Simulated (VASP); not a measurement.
A run of VASP 6.6.1:

INCAR

```
PREC = Accurate
ENCUT = 520
EDIFF = 1E-7
ISMEAR = 0
SIGMA = 0.1
LREAL = F
LASPH = T
NELM = 150
ALGO = Normal
ISIF = 2
LWAVE = F
LCHARG = F
ISPIN = 2
MAGMOM = 1.47 1.47 0 0 0
LORBIT = 11
LMAXMIX = 4
GGA = PE
NBANDS = 32
```

KPOINTS

```
regular mesh
0
Gamma
  8 8 8
```

Contents of POSCAR:

```
Ta2S3
1.0
    4.7283228443      0.0000000000      0.0000000000
    0.0000000000      4.7283228443      0.0000000000
    0.0000000000      0.0000000000      4.7283228443
Ta S
2 3
Direct
    0.5000000000      0.5000000000      0.5000000000
    0.0000000000      0.0000000000      0.0000000000
    0.5000000000      0.0000000000      0.0000000000
    0.0000000000      0.5000000000      0.0000000000
    0.0000000000      0.0000000000      0.5000000000
```

Potentials or basis: VASP PAW PBE potentials, release 64 (Ta_pv, S).

The run is started by

```bash
$ cat potpaw_PBE.64/Ta_pv/POTCAR potpaw_PBE.64/S/POTCAR > POTCAR
$ mpirun -np 1 vasp_std > vasp.out
```

Hardware: 1 thread of Intel(R) Xeon(R) Platinum 8488C (Sapphire Rapids), with other jobs on the host.

Task: Estimate the wall time of this run.

Result: Run time: 3.3 min on 1 thread of Intel(R) Xeon(R) Platinum 8488C (Sapphire Rapids), with other jobs on the host, peak memory 0.35 GiB. Counts: scf iterations 18, k points 35.
